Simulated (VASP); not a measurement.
# PtSe2 (C2/m) in VASP: a series of runs, part 2 of 2

VASP 6.6.1.

## (4) Single point, PBE+D3(BJ) (normal strain along x -0.0750, normal strain along y +0.1500)

INCAR reads:

```
PREC     = Accurate       # precision mode
ENCUT    = 520            # plane-wave cutoff, eV
EDIFF    = 1E-6           # SCF threshold, eV
ISMEAR   = 0              # smearing method
SIGMA    = 0.15           # smearing width, eV
LREAL    = F              # projectors in reciprocal space
LASPH    = T              # aspherical terms in the spheres
NELM     = 80             # most SCF steps
ALGO     = Normal         # electronic algorithm
ISIF     = 2              # what is computed and relaxed
LWAVE    = F              # write WAVECAR
LCHARG   = F              # write CHGCAR
GGA      = PE             # functional
IVDW     = 12             # dispersion correction
NBANDS   = 18             # bands
```

KPOINTS reads:

```
Automatic mesh
0
Gamma
  12 12 8
```

POSCAR reads:

```
PtSe2
1.0
    3.4886403814      0.0000000000      0.0000000000
   -1.7443201907      3.7561501342      0.0000000000
    0.0000000000      0.0000000000      4.8219239451
Pt Se
1 2
Direct
    0.0000000000      0.0000000000      0.0000000000
    0.3333333333      0.6666666667      0.2655211092
    0.6666666667      0.3333333333      0.7344788908
```

Potentials or basis: VASP PAW PBE potentials, release 64 (Pt, Se).

The run is started by

```bash
$ cat potpaw_PBE.64/Pt/POTCAR potpaw_PBE.64/Se/POTCAR > POTCAR
$ mpirun -np 1 vasp_std > vasp.out
```

OUTCAR:

```text
PREC = Accurate
   ENCUT = 520
   EDIFF = 1E-6
   ISMEAR = 0
   LREAL = F
   LASPH = T
   NELM = 80
   ISIF = 2
   GGA = PE
   IVDW = 12
 IVDW          = 12

 ion  position               nearest neighbor table
   1  0.000  0.000  0.000-   2 2.50   3 2.50   3 2.50   2 2.50   3 2.81   2 2.81
   2  0.333  0.667  0.266-   1 2.50   1 2.50   1 2.81
   3  0.667  0.333  0.734-   1 2.50   1 2.50   1 2.81

  LATTYP: Found a base centered orthorhombic cell.
 ALAT       =     3.4886403814
 B/A-ratio  =     2.1533604634
 C/A-ratio  =     1.3821785618

  Lattice vectors:

 A1 = (   1.7443201907,  -3.7561501342,   0.0000000000)
 A2 = (   1.7443201907,   3.7561501342,   0.0000000000)
 A3 = (   0.0000000000,   0.0000000000,   4.8219239451)

Analysis of symmetry for initial positions (statically):
=====================================================================
 Subroutine PRICEL returns:
 Original cell was already a primitive cell.

 Routine SETGRP: Setting up the symmetry group for a
 base centered orthorhombic supercell.

 Subroutine GETGRP returns: Found  4 space group operations
 (whereof  4 operations were pure point group operations)
 out of a pool of  8 trial point group operations.

The static configuration has the point symmetry C_2h.

Analysis of symmetry for dynamics (positions and initial velocities):
=====================================================================
 Subroutine PRICEL returns:
 Original cell was already a primitive cell.

 Routine SETGRP: Setting up the symmetry group for a
 base centered orthorhombic supercell.

 Subroutine GETGRP returns: Found  4 space group operations
 (whereof  4 operations were pure point group operations)
 out of a pool of  8 trial point group operations.

The dynamic configuration has the point symmetry C_2h.

 Subroutine INISYM returns: Found  4 space group operations
[... 115 lines left out ...]
   EFERMI_NEDOS =   21; number of points for ismear=-14 and -15
   IALGO  =     38    algorithm
   IMIX   =      4    mixing-type and parameters
     AMIX     =   0.40;   BMIX     =  1.00
     AMIX_MAG =   1.60;   BMIX_MAG =  1.00
  volume/ion in A,a.u.               =      21.06       142.13
  Fermi-wavevector in a.u.,A,eV,Ry     =   1.151708  2.176413 18.047208  1.326432
  Thomas-Fermi vector in A             =   2.288364
   LORBIT       =      0    0 simple, 1 ext, 2 COOP (PROOUT), +10 PAW based schemes
   GGA     = PE    functional components
   LHFCALC =     F    Hartree Fock is set to
   AEXX    =    0.0000 exact exchange contribution
   IVDW    =    12    specifies the selected vdW correction
   LEPSILON=     F    determine dielectric tensor
   LRPA    =     F    only Hartree local field effects (RPA)
 non-spin polarized calculation
 Gauss-broadening in eV      SIGMA  =   0.15
  energy-cutoff  :      520.00
  volume of cell :       63.19
 maximum number of plane-waves:      1726
 NGX is ok and might be reduce to    28
   NGX = 13   NGY = 15   NGZ = 17

 number of electron      21.9999999 magnetization

 Free energy of the ion-electron system (eV)
  ---------------------------------------------------
  ext. energy  EPLUGINS =         0.00000000
  ---------------------------------------------------
  free energy    TOTEN  =       -13.67162009 eV

  energy without entropy =      -13.65627614  energy(sigma->0) =      -13.66394811

 E-fermi :   5.6669     XC(G=0): -10.5319

 val. band max:        5.6612572408   @ k =   0.0833   0.2500   0.1250
 cond. band min:       5.6744155749   @ k =  -0.1667   0.0833   0.2500
 fundamental gap:      0.0131583340
 Fermi energy:         5.6669306768

 k-point     1 :       0.0000    0.0000    0.0000
  band No.  band energies     occupation
      1      -9.3627      2.00000
      2      -6.5770      2.00000
      3      -0.7427      2.00000
      4       0.0219      2.00000
      5       0.3381      2.00000
      6       2.1236      2.00000
[... 481 lines left out ...]
      5       1.3558      2.00000
      6       1.4266      2.00000
[... 10 lines left out ...]
     17      14.3639      0.00000
     18      15.3348      0.00000

 [... further k-points ...]

------------------------ aborting loop because EDIFF is reached ----------------------------------------

 Edisp (eV)   -1.37911

 E8    (eV) :    -0.5924

  FORCE on cell =-STRESS in cart. coord.  units (eV):
  Direction    XX          YY          ZZ          XY          YZ          ZX
  --------------------------------------------------------------------------------------
  -------------------------------------------------------------------------------------
  Total       2.01783    -6.43210    -0.99933     0.00000    -1.36424     0.00000
  in kB      51.16536  -163.09626   -25.33963     0.00000   -34.59237     0.00000
  external pressure =      -45.76 kB  Pullay stress =        0.00 kB

 VOLUME and BASIS-vectors are now :
 -----------------------------------------------------------------------------
  energy-cutoff  :      520.00
  volume of cell :       63.19
      direct lattice vectors                 reciprocal lattice vectors
     3.488640381  0.000000000  0.000000000     0.286644621  0.133115020  0.000000000
    -1.744320191  3.756150134  0.000000000     0.000000000  0.266230040  0.000000000
     0.000000000  0.000000000  4.821923945     0.000000000  0.000000000  0.207386100

 POSITION                                       TOTAL-FORCE (eV/Angst)
 -----------------------------------------------------------------------------------
      0.00000      0.00000      0.00000         0.000000      0.000000      0.000000
     -0.00000      2.50410      1.28032         0.000000     -0.162842     -0.255140
      1.74432      1.25205      3.54160        -0.000000      0.162842      0.255140
 -----------------------------------------------------------------------------------
    total drift:                               -0.000000      0.000000      0.000000

  FREE ENERGIE OF THE ION-ELECTRON SYSTEM (eV)
  ---------------------------------------------------
  free  energy   TOTEN  =       -15.0507342510 eV

  energy  without entropy=      -15.0353902938  energy(sigma->0) =      -15.04306227
```

OSZICAR:

```text
N       E                     dE             d eps       ncg     rms          rms(c)
DAV:   1     0.108269405022E+03    0.10827E+03   -0.99947E+03 11648   0.107E+03
DAV:   2    -0.915334166180E+01   -0.11742E+03   -0.11341E+03 14220   0.207E+02
DAV:   3    -0.142816558375E+02   -0.51283E+01   -0.50761E+01 13730   0.431E+01
DAV:   4    -0.143218692528E+02   -0.40213E-01   -0.40196E-01 14368   0.419E+00
DAV:   5    -0.143222830099E+02   -0.41376E-03   -0.41375E-03 13816   0.413E-01    0.111E+01
DAV:   6    -0.139635087269E+02    0.35877E+00   -0.46363E+00 11944   0.180E+01    0.767E+00
DAV:   7    -0.136842832181E+02    0.27923E+00   -0.88703E-01 11792   0.903E+00    0.369E+00
DAV:   8    -0.136753512379E+02    0.89320E-02   -0.70661E-02 12580   0.160E+00    0.828E-01
DAV:   9    -0.136715755760E+02    0.37757E-02   -0.10578E-02 12552   0.944E-01    0.219E-01
DAV:  10    -0.136716187188E+02   -0.43143E-04   -0.16105E-03 12928   0.228E-01    0.362E-02
DAV:  11    -0.136716197966E+02   -0.10779E-05   -0.65736E-05 14438   0.654E-02    0.260E-02
DAV:  12    -0.136716200926E+02   -0.29597E-06   -0.45618E-06 12898   0.168E-02
   1 F= -.15050734E+02 E0= -.15043062E+02  d E =-.153440E-01
```

stdout:

```text
POSCAR found type information on POSCAR PtSe
 POSCAR found :  2 types and       3 ions
 scaLAPACK will be used
 LDA part: xc-table for (Slater+PW92), standard interpolation
 POSCAR, INCAR and KPOINTS ok, starting setup
 FFT: planning ... GRIDC
 FFT: planning ... GRID_SOFT
 FFT: planning ... GRID
 WAVECAR not read
 entering main loop
```

Run time: 6.5 min. Hardware: 1 thread of Intel Xeon 8259CL, shared host; peak memory 0.48 GiB.

What came out:

- Free energy: -15.0507 eV
- Pressure: -4.6 GPa
- Largest force: 0.303 eV/Å
- Band gap on the k mesh: zero (bands 11 and 12 overlap by 0.92 eV)
- Dispersion energy per atom: -0.460 eV

Forces in eV/Å, atoms in the order of the input:
```
Pt   0.000  0.000  0.000
Se   0.000 -0.163 -0.255
Se   0.000  0.163  0.255
```

Caveat: the cell differs from its parent crystal (normal strain along x -0.0750, normal strain along y +0.1500); the stress differs along the axes, from -16 to 5 GPa; spin-orbit coupling is left out, which moves the levels of the heavy elements.

## (5) Single point, PBE+D3(BJ) (normal strain along x +0.0000, normal strain along y +0.0750)

INCAR reads:

```
PREC = Accurate
ENCUT = 520
EDIFF = 1E-6
ISMEAR = 0
SIGMA = 0.15
LREAL = F
LASPH = T
NELM = 80
ALGO = Normal
ISIF = 2
LWAVE = F
LCHARG = F
GGA = PE
IVDW = 12
NBANDS = 18
```

KPOINTS reads:

```
regular mesh
0
Gamma
  12 12 8
```

POSCAR reads:

```
PtSe2
1.0
    3.7715031150      0.0000000000      0.0000000000
   -1.8857515575      3.5111838211      0.0000000000
    0.0000000000      0.0000000000      4.8219239451
Pt Se
1 2
Direct
    0.0000000000      0.0000000000      0.0000000000
    0.3333333333      0.6666666667      0.2655211092
    0.6666666667      0.3333333333      0.7344788908
```

The run is started by

```bash
$ cat potpaw_PBE.64/Pt/POTCAR potpaw_PBE.64/Se/POTCAR > POTCAR
$ mpirun -np 1 vasp_std > vasp.out
```

Wall time 7 min (1 thread of Intel Xeon 8259CL, shared host); peak memory 0.48 GiB.

It converged, with:

| Item | Value |
| --- | --- |
| Free energy | -15.4592 eV |
| Pressure | -8.2 GPa |
| Largest force | 0.550 eV/Å |
| Band gap on the k mesh | zero (bands 11 and 12 overlap by 0.92 eV) |
| Dispersion energy per atom | -0.455 eV |

Forces on the atoms (eV/Å):
```
Pt   0.000  0.000  0.000
Se   0.000 -0.067 -0.546
Se   0.000  0.067  0.546
```

Stress tensor (GPa, compression positive):
```
 -5.65   0.00   0.00
  0.00 -13.83  -1.53
  0.00  -1.53  -4.99
```

Levels at points of the mesh, in eV from the Fermi level:
| k point | band 8 | band 9 | band 10 | band 11 | band 12 | band 13 | band 14 | band 15 |
| --- | --- | --- | --- | --- | --- | --- | --- | --- |
| (0.00, 0.00, 0.00) | -2.08 | -1.03 | -0.72 | 0.80 | 0.87 | 1.09 | 3.58 | 3.62 |
| (0.50, 0.00, 0.00) | -3.04 | -2.98 | -2.83 | -2.55 | 0.57 | 2.31 | 4.62 | 6.07 |
| (0.00, 0.50, 0.00) | -3.06 | -2.89 | -2.87 | -2.58 | 0.39 | 2.50 | 5.27 | 6.79 |
| (0.00, 0.00, 0.50) | -2.57 | -1.66 | -1.62 | -1.43 | 1.99 | 2.27 | 5.00 | 5.98 |
| (0.50, 0.00, 0.50) | -2.82 | -2.57 | -2.47 | -0.91 | 0.54 | 1.28 | 4.81 | 5.18 |
| (0.00, 0.50, 0.50) | -2.88 | -2.83 | -1.98 | -0.69 | 0.81 | 1.18 | 4.87 | 5.32 |

Caveat: the cell differs from its parent crystal (normal strain along x +0.0000, normal strain along y +0.0750); the stress differs along the axes, from -14 to -5 GPa; spin-orbit coupling is left out, which moves the levels of the heavy elements.

## (6) Single point, PBE+D3(BJ) (normal strain along x +0.0750, normal strain along y +0.0000)

INCAR reads:

```
PREC = Accurate ; ENCUT = 520
EDIFF = 1E-7 ; ISMEAR = 0
SIGMA = 0.15 ; LREAL = False
LASPH = True ; NELM = 80
ALGO = Normal ; ISIF = 2
LWAVE = False ; LCHARG = True
GGA = PE ; IVDW = 12
LELF = True ; LVHAR = True
NBANDS = 18
```

KPOINTS is that of step 5.

POSCAR reads:

```
PtSe2
1.0
    4.0543658486      0.0000000000      0.0000000000
   -2.0271829243      3.2662175080      0.0000000000
    0.0000000000      0.0000000000      4.8219239451
Pt Se
1 2
Direct
    0.0000000000      0.0000000000      0.0000000000
    0.3333333333      0.6666666667      0.2655211092
    0.6666666667      0.3333333333      0.7344788908
```

Potentials or basis: VASP PAW PBE potentials, release 64 (Pt, Se).

The run is started by

```bash
$ cat potpaw_PBE.64/Pt/POTCAR potpaw_PBE.64/Se/POTCAR > POTCAR
$ mpirun -np 1 vasp_std > vasp.out
```

Wall time 8.6 min (1 thread of Intel Xeon 8259CL, shared host); peak memory 0.48 GiB.

The run converged. Its results:

* Free energy: -15.4556 eV
* Pressure: -8.1 GPa
* Largest force: 0.560 eV/Å
* Band gap on the k mesh: zero (bands 11 and 12 overlap by 0.92 eV)
* Dispersion energy per atom: -0.455 eV

Forces on the atoms (eV/Å):
```
Pt   0.000  0.000  0.000
Se   0.000  0.144 -0.541
Se   0.000 -0.144  0.541
```

Stress tensor (GPa, compression positive):
```
-14.18   0.00   0.00
  0.00  -5.27   2.16
  0.00   2.16  -4.95
```

Levels at points of the mesh, in eV from the Fermi level:
```
           k point  band 7  band 8  band 9  band 10  band 11  band 12  band 13  band 14  band 15  band 16
(0.00, 0.00, 0.00)   -3.16   -2.08   -1.01    -0.76     0.80     0.91     1.04     3.59     3.64     6.80
(0.50, 0.00, 0.00)   -3.32   -3.03   -2.96    -2.79    -2.59     0.44     2.43     5.07     6.55     7.24
(0.00, 0.50, 0.00)   -3.14   -3.06   -2.94    -2.91    -2.55     0.66     2.22     4.39     5.82     6.83
(0.00, 0.00, 0.50)   -3.19   -2.55   -1.69    -1.63    -1.42     2.05     2.19     5.04     6.00     6.06
(0.50, 0.00, 0.50)   -2.94   -2.84   -2.73    -2.14    -0.76     0.69     1.28     4.82     5.26     8.19
(0.00, 0.50, 0.50)   -2.93   -2.86   -2.63    -2.52    -0.99     0.48     1.20     4.86     5.16     8.36
```

Caveat: the cell differs from its parent crystal (normal strain along x +0.0750, normal strain along y +0.0000); the stress differs along the axes, from -14 to -5 GPa; spin-orbit coupling is left out, which moves the levels of the heavy elements.

## (7) Overview

```csv
cell,gap on the mesh (eV),pressure (GPa),largest force (eV/Å)
"a = 3.489, b = 3.921, c = 4.822 Å, angles 90.0, 90.0, 116.4°, 3 atoms",none,2.5,0.53
"a = 4.337, b = 3.719, c = 4.822 Å, angles 90.0, 90.0, 125.7°, 3 atoms",none,-3.6,0.80
"a = 3.489, b = 4.141, c = 4.822 Å, angles 90.0, 90.0, 114.9°, 3 atoms",none,-4.6,0.30
"a = 3.772, b = 3.986, c = 4.822 Å, angles 90.0, 90.0, 118.2°, 3 atoms",none,-8.2,0.55
"a = 4.054, b = 3.844, c = 4.822 Å, angles 90.0, 90.0, 121.8°, 3 atoms",none,-8.1,0.56
```

Alike in all rows: task single point; level PBE+D3(BJ); potentials or basis VASP PAW PBE potentials, release 64 (Pt, Se); no spin polarisation; k mesh 12 × 12 × 8; cutoff (eV) 520; smearing gaussian 0.15 eV.

Caveats: spin-orbit coupling is left out, which moves the levels of the heavy elements; the stress differs along the axes, from -14 to -5 GPa (at least some runs); the stress differs along the axes, from -8 to 13 GPa (at least some runs); the stress differs along the axes, from -19 to 9 GPa (at least some runs); the stress differs along the axes, from -16 to 5 GPa (at least some runs).

Absolute energies hang on the potentials; compare differences alone.

The gap in the log of VASP goes by the Fermi energy; the results here count the filled bands.